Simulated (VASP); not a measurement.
Wanted: the native input for a VASP 6.6.1 run.

```yaml
Task: single point
Functional: LDA
Potentials_or_basis: VASP PAW LDA potentials, release 64 (Al, N)
Cutoff: 520 eV
k_mesh: 9 × 9 × 6
Occupations: gaussian, width 0.05 eV
Spin: no spin polarisation
Dipole_correction: no
Further_INCAR_settings: ALGO = Normal; EDIFF = 1e-07; NBANDS = 16
```

The structure of AlN lies in POSCAR:

```
AlN
1.0
    3.0886152983      0.0000000000      0.0000000000
   -1.5443076491      2.6748193108      0.0000000000
    0.0000000000      0.0000000000      4.9435842660
Al N
2 2
Direct
    0.3333333333      0.6666666667      0.0015210172
    0.6666666667      0.3333333333      0.5015210172
    0.3333333333      0.6666666667      0.3834789828
    0.6666666667      0.3333333333      0.8834789828
```

The input as run:

INCAR

```
SYSTEM = AlN
ALGO = Normal
EDIFF = 1E-7
ENCUT = 520
GGA = CA
ISIF = 2
ISMEAR = 0
LASPH = .True.
LCHARG = .True.
LELF = .True.
LREAL = .False.
LVHAR = .True.
LWAVE = .False.
NBANDS = 16
NELM = 100
PREC = Accurate
SIGMA = 0.05
```

KPOINTS

```
k-points
0
Gamma
  9 9 6
  0 0 0
```

Potentials or basis: VASP PAW LDA potentials, release 64 (Al, N).

Launch:

```console
$ cat potpaw_LDA.64/Al/POTCAR potpaw_LDA.64/N/POTCAR > POTCAR
$ mpirun -np 1 vasp_std > vasp.out
```

Results of the run:

The pressure is 0.6 GPa and the band gap on the k mesh is 4.42 eV, direct.

Wall time 29 s on 1 thread of Intel(R) Xeon(R) Platinum 8259CL CPU @ 2.50GHz (Skylake/Cascade Lake), on a shared host, peak memory 0.15 GiB.
